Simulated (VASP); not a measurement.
Here is a VASP 6.6.1 calculation.

File POSCAR:

```
CdS
1.0
    4.1439852007      0.0000000000      0.0000000000
   -2.0719926003      3.5887964567      0.0000000000
    0.0000000000      0.0000000000      6.7191125289
Cd S
2 2
Direct
    0.3333333333      0.6666666667      0.0038915077
    0.6666666667      0.3333333333      0.5038915077
    0.3333333333      0.6666666667      0.3811084923
    0.6666666667      0.3333333333      0.8811084923
```

File INCAR.step1:

```
ALGO = Normal
EDIFF = 1E-5
ENCUT = 520
GGA = PE
ISIF = 2
ISMEAR = 0
LASPH = T
LREAL = F
LWAVE = T
NBANDS = 26
NELM = 60
PREC = Accurate
SIGMA = 0.05
```

INCAR.step2

```
AEXX = 0.25
ALGO = Normal
EDIFF = 1E-6
ENCUT = 520
GGA = PE
ISIF = 2
ISMEAR = 0
ISTART = 1
LASPH = T
LCHARG = T
LELF = T
LHFCALC = T
LREAL = F
LVHAR = T
LWAVE = F
NBANDS = 26
NELM = 60
PREC = Accurate
PRECFOCK = Normal
SIGMA = 0.05
```

KPOINTS

```
k-points
0
Gamma
  4 4 2
```

Potentials or basis: VASP PAW PBE potentials, release 64 (Cd, S).

The run is started by

```bash
$ cat potpaw_PBE.64/Cd/POTCAR potpaw_PBE.64/S/POTCAR > POTCAR
$ cp INCAR.step1 INCAR
$ mpirun -np 1 vasp_std > vasp.out
$ cp INCAR.step2 INCAR
$ mpirun -np 1 vasp_std > vasp.out
```

(1) What does it give for the largest force?

(2) Estimate the pressure.

(3) Estimate the band gap on the k mesh.

## Answers

(1) 0.004 eV/Å.

(2) 1.4 GPa.

(3) 2.97 eV, direct.

Caveat: the k points lie up to 0.47 Å⁻¹ apart; the PAW data sets were made with another functional, which shifts forces and pressure a little.
